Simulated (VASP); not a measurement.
A run of VASP 6.6.1:

INCAR

```
  ALGO = Normal
  EDIFF = 1E-6
  ENCUT = 500
  GGA = PE
  GGA_COMPAT = False
  ISIF = 2
  ISMEAR = 0
  IVDW = 12
  LASPH = True
  LCHARG = False
  LREAL = False
  LWAVE = False
  NBANDS = 11
  NELM = 120
  PREC = Accurate
  SIGMA = 0.1
```

Contents of KPOINTS:

```
k-points
0
Gamma
  8 8 8
```

Contents of POSCAR:

```
Pt
1.0
    0.0000000000      1.9715751800      1.9715751800
    1.9715751800      0.0000000000      1.9715751800
    1.9715751800      1.9715751800      0.0000000000
Pt
1
Direct
    0.0000000000      0.0000000000      0.0000000000
```

Potentials or basis: VASP PAW PBE potentials, release 64 (Pt).

Run with:

```sh
$ cat potpaw_PBE.64/Pt/POTCAR > POTCAR
$ mpirun -np 1 vasp_std > vasp.out
```

Hardware: 1 thread of Intel Xeon 8259CL, with other jobs on the host.

Q: How long does it take, and how much memory?

A: Run time: 7.8 s on 1 thread of Intel Xeon 8259CL (shared host), peak memory 0.1 GiB. Counts: scf iterations 11, k points 29.
